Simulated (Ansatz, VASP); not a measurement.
## Two plane-wave programs on TaSi2

```
Ta Si
1.0
     4.76099    0.00000    0.00000
    -2.38050    4.12314    0.00000
     0.00000    0.00000    6.81839
Ta Si
3 6
Direct
  0.50000 0.00000 0.00000
  0.50000 0.50000 0.66667
  0.00000 0.50000 0.33333
  0.16048 0.32096 0.00000
  0.83952 0.16048 0.66667
  0.67904 0.83952 0.33333
  0.83952 0.67904 0.00000
  0.16048 0.83952 0.66667
  0.32096 0.16048 0.33333
```

Change from the starting cell: strain along c alone, the other axes held, atoms relaxed: +4.0 %.

Alike in both runs: functional PBEsol; k mesh 12 × 12 × 6; occupations gaussian, width 0.1 eV; no spin polarisation.

Ansatz relaxed the structure, and its values are those at the end. VASP's run is a single point on that final structure, the one shown.

|  | VASP | Ansatz |
| --- | --- | --- |
| version | VASP 6.6.1 | Ansatz 0.2.0 |
| potentials or method | VASP PAW PBE potentials, release 64 (Ta_pv, Si), cutoff 520 eV | scalar-relativistic, plane waves, PAW |
| valence electrons in the cell | 57 | 63 |

```csv
,VASP,Ansatz,Ansatz less VASP
gap on the k mesh at the Fermi level (eV),none,none,-
pressure (GPa),-7.4,-7.7,-0.25
```

VASP's potentials were made for PBE, not for PBEsol. A gap of «none» marks a metal or a gap that the smearing closes. VASP's potentials hold 57 valence electrons a cell and Ansatz's 63, so a difference there can come from the potentials and not from the codes. Ansatz's warnings: stress scf threshold loose.

Spin-orbit coupling is off throughout.
